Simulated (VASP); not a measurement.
# AlN (P6_3mc) in VASP: a series of runs, part 3 of 3

VASP 6.6.1. The steps go on from the part before.

## 6. Single point, r2SCAN

This run uses another cell than the first one, of the same volume but with other edges.

The input, POSCAR:

```
AlN
1.0
    3.1536239158      0.0000000000      0.0000000000
   -1.5768119579      2.7311184250      0.0000000000
    0.0000000000      0.0000000000      4.8443522454
Al N
2 2
Direct
    0.3333333333      0.6666666667      0.0000000000
    0.6666666667      0.3333333333      0.5000000000
    0.3333333333      0.6666666667      0.3850000000
    0.6666666667      0.3333333333      0.8850000000
```

The input, INCAR.step1:

```
  PREC = Accurate
  ENCUT = 520
  ISMEAR = 0
  SIGMA = 0.05
  LREAL = F
  LASPH = T
  NELM = 60
  NBANDS = 16
  GGA = PE
  ALGO = Normal
  EDIFF = 1E-4
  LWAVE = T
  LCHARG = F
```

The input, INCAR.step2:

```
  PREC = Accurate
  ENCUT = 520
  EDIFF = 1E-7
  ISMEAR = 0
  SIGMA = 0.05
  LREAL = F
  LASPH = T
  NELM = 60
  ALGO = Normal
  ISIF = 2
  LWAVE = F
  LCHARG = F
  METAGGA = R2SCAN
  LMIXTAU = T
  NBANDS = 16
  ISTART = 1
```

The input, KPOINTS:

```
Automatic mesh
0
Gamma
  12 12 6
```

Potentials or basis: VASP PAW PBE potentials, release 64 (Al, N).

Run with:

```
$ cat potpaw_PBE.64/Al/POTCAR potpaw_PBE.64/N/POTCAR > POTCAR
$ cp INCAR.step1 INCAR
$ mpirun -np 1 vasp_std > vasp.out
$ cp INCAR.step2 INCAR
$ mpirun -np 1 vasp_std > vasp.out
```

OUTCAR:

```text
PREC = Accurate
   ENCUT = 520
   EDIFF = 1E-7
   ISMEAR = 0
   LREAL = F
   LASPH = T
   NELM = 60
   ISIF = 2
   METAGGA = R2SCAN
   ISTART = 1

 ion  position               nearest neighbor table
   1  0.333  0.667  0.000-   3 1.87   4 1.90   4 1.90   4 1.90   2 3.03   2 3.03   2 3.03   2 3.03
                             2 3.03   2 3.03
   2  0.667  0.333  0.500-   4 1.87   3 1.90   3 1.90   3 1.90   1 3.03   1 3.03   1 3.03   1 3.03
                             1 3.03   1 3.03
   3  0.333  0.667  0.385-   1 1.87   2 1.90   2 1.90   2 1.90
   4  0.667  0.333  0.885-   2 1.87   1 1.90   1 1.90   1 1.90

  LATTYP: Found a hexagonal cell.
 ALAT       =     3.1536239158
 C/A-ratio  =     1.5361223706

  Lattice vectors:

 A1 = (   3.1536239158,   0.0000000000,   0.0000000000)
 A2 = (  -1.5768119579,   2.7311184250,   0.0000000000)
 A3 = (   0.0000000000,   0.0000000000,   4.8443522454)

Analysis of symmetry for initial positions (statically):
=====================================================================
 Subroutine PRICEL returns:
 Original cell was already a primitive cell.

 Routine SETGRP: Setting up the symmetry group for a
 hexagonal supercell.

 Subroutine GETGRP returns: Found 12 space group operations
 (whereof  6 operations were pure point group operations)
 out of a pool of 24 trial point group operations.

The static configuration has the point symmetry C_3v.
 The point group associated with its full space group is C_6v.

Analysis of symmetry for dynamics (positions and initial velocities):
=====================================================================
 Subroutine PRICEL returns:
 Original cell was already a primitive cell.

 Routine SETGRP: Setting up the symmetry group for a
 hexagonal supercell.

 Subroutine GETGRP returns: Found 12 space group operations
 (whereof  6 operations were pure point group operations)
 out of a pool of 24 trial point group operations.

The dynamic configuration has the point symmetry C_3v.
 The point group associated with its full space group is C_6v.

 Subroutine INISYM returns: Found 12 space group operations
 (whereof  6 operations are pure point group operations),
[... 119 lines left out ...]
     AMIX     =   0.40;   BMIX     =  1.00
     AMIX_MAG =   1.60;   BMIX_MAG =  1.00
  volume/ion in A,a.u.               =      10.43        70.39
  Fermi-wavevector in a.u.,A,eV,Ry     =   1.189377  2.247596 19.247033  1.414617
  Thomas-Fermi vector in A             =   2.325485
   LORBIT       =      0    0 simple, 1 ext, 2 COOP (PROOUT), +10 PAW based schemes
   METAGGA = R2SCAN    functional components
   LHFCALC =     F    Hartree Fock is set to
   AEXX    =    0.0000 exact exchange contribution
   IVDW    =     0    specifies the selected vdW correction
   LEPSILON=     F    determine dielectric tensor
   LRPA    =     F    only Hartree local field effects (RPA)
 non-spin polarized calculation
 Gauss-broadening in eV      SIGMA  =   0.05
  energy-cutoff  :      520.00
  volume of cell :       41.72
 maximum number of plane-waves:      1146
 NGX is ok and might be reduce to    24

 number of electron      16.0000000 magnetization

 Free energy of the ion-electron system (eV)
  ---------------------------------------------------
  ext. energy  EPLUGINS =         0.00000000
  ---------------------------------------------------
  free energy    TOTEN  =       -38.40457306 eV

  energy without entropy =      -38.40457306  energy(sigma->0) =      -38.40457306

 E-fermi :   6.3160     XC(G=0): -11.4055

 val. band max:        6.0796241659   @ k =   0.0000   0.0000   0.0000
 cond. band min:      10.7986215460   @ k =   0.0000   0.0000   0.0000
 fundamental gap:      4.7189973802
 Fermi energy:         6.3160375912

 k-point     1 :       0.0000    0.0000    0.0000
  band No.  band energies     occupation
      1     -10.0755      2.00000
      2      -7.7778      2.00000
      3      -0.0305      2.00000
      4       4.8226      2.00000
      5       4.8226      2.00000
      6       5.6121      2.00000
[... 433 lines left out ...]
      3       0.9001      2.00000
      4       1.9712      2.00000
      5       2.6104      2.00000
      6       3.9105      2.00000
[... 8 lines left out ...]
     15      19.5348      0.00000
     16      20.9847      0.00000

 [... further k-points ...]
[... 5 lines left out ...]
  --------------------------------------------------------------------------------------
  -------------------------------------------------------------------------------------
  Total       -1.6456203     -1.6456203      2.3310200      0.0000000      0.0000000      0.0000000
  in kB      -63.1908299    -63.1908299     89.5097703      0.0000000      0.0000000      0.0000000
  external PRESSURE =     -12.2906298 kB  Pullay stress =       0.0000000 kB

 VOLUME and BASIS-vectors are now :
 -----------------------------------------------------------------------------
  energy-cutoff  :      520.00
  volume of cell :       41.72
      direct lattice vectors                 reciprocal lattice vectors
     3.153623916  0.000000000  0.000000000     0.317095515  0.183075181  0.000000000
    -1.576811958  2.731118425  0.000000000     0.000000000  0.366150362  0.000000000
     0.000000000  0.000000000  4.844352245     0.000000000  0.000000000  0.206425947

 POSITION                                       TOTAL-FORCE (eV/Angst)
 -----------------------------------------------------------------------------------
     -0.00000      1.82075      0.00000         0.000000      0.000000     -0.336671
      1.57681      0.91037      2.42218        -0.000000     -0.000000     -0.336671
     -0.00000      1.82075      1.86508        -0.000000     -0.000000      0.336671
      1.57681      0.91037      4.28725         0.000000     -0.000000      0.336671
 -----------------------------------------------------------------------------------
    total drift:                               -0.000000      0.000000     -0.026313

  FREE ENERGIE OF THE ION-ELECTRON SYSTEM (eV)
  ---------------------------------------------------
  free  energy   TOTEN  =       -38.4045730577 eV

  energy  without entropy=      -38.4045730577  energy(sigma->0) =      -38.40457306
```

OUTCAR.step1:

```text
PREC = Accurate
   ENCUT = 520
   ISMEAR = 0
   LREAL = F
[... 690 lines left out ...]
     -0.00000      1.82075      0.00000        -0.000000      0.000000     -0.363041
      1.57681      0.91037      2.42218        -0.000000     -0.000000     -0.363041
     -0.00000      1.82075      1.86508        -0.000000     -0.000000      0.363041
      1.57681      0.91037      4.28725         0.000000      0.000000      0.363041
 -----------------------------------------------------------------------------------
    total drift:                               -0.000000      0.000000      0.003524

  FREE ENERGIE OF THE ION-ELECTRON SYSTEM (eV)
  ---------------------------------------------------
  free  energy   TOTEN  =       -29.7233471533 eV

  energy  without entropy=      -29.7233471533  energy(sigma->0) =      -29.72334715
```

Wall time 56 s (1 thread of Intel Xeon 6975P-C (Granite Rapids), shared host); peak memory 0.18 GiB.

What came out:

```
Free energy            : -38.4046 eV
Pressure               : -1.2 GPa
Largest force          : 0.337 eV/Å
Band gap on the k mesh : 4.72 eV, direct
```

Forces on the atoms (eV/Å):
```
Al   0.000  0.000 -0.337
Al   0.000  0.000 -0.337
N    0.000  0.000  0.337
N    0.000  0.000  0.337
```

Levels at points of the mesh, in eV from the valence-band top:
```tsv
k point	band 6	band 7	band 8	band 9	band 10	band 11
(0.00, 0.00, 0.00)	-0.47	-0.47	0.00	4.72	6.94	11.43
(0.50, 0.00, 0.00)	-2.50	-1.91	-0.86	6.15	6.57	8.82
(0.00, 0.00, 0.50)	-0.88	-0.88	-0.88	6.90	6.90	11.31
(0.50, 0.00, 0.50)	-1.78	-1.43	-1.43	5.94	5.94	10.03
```

Caveat: the PAW data sets were made with another functional, which shifts forces and pressure a little. A k mesh can miss the band edges.

## 7. Summary

| cell | gap on the mesh (eV) | pressure (GPa) | largest force (eV/Å) |
| --- | --- | --- | --- |
| a = 3.284, b = 3.284, c = 4.467 Å, angles 90.0, 90.0, 120.0°, 4 atoms | 4.39 | 3.8 | 3.21 |
| a = 2.928, b = 2.928, c = 5.621 Å, angles 90.0, 90.0, 120.0°, 4 atoms | 3.69 | 10.1 | 0.93 |
| a = 3.199, b = 3.199, c = 4.709 Å, angles 90.0, 90.0, 120.0°, 4 atoms | 4.58 | -0.5 | 1.10 |
| a = 3.014, b = 3.014, c = 5.305 Å, angles 90.0, 90.0, 120.0°, 4 atoms | 4.69 | 2.9 | 0.84 |
| a = 3.154, b = 3.154, c = 4.844 Å, angles 90.0, 90.0, 120.0°, 4 atoms | 4.72 | -1.2 | 0.34 |

Alike in all rows: task single point; level r2SCAN; potentials or basis VASP PAW PBE potentials, release 64 (Al, N); no spin polarisation; k mesh 12 × 12 × 6; cutoff (eV) 520; smearing gaussian 0.05 eV.

Caveats: the PAW data sets were made with another functional, which shifts forces and pressure a little.

Total energies depend on the potentials used, so only differences within one code and one set of settings carry meaning.
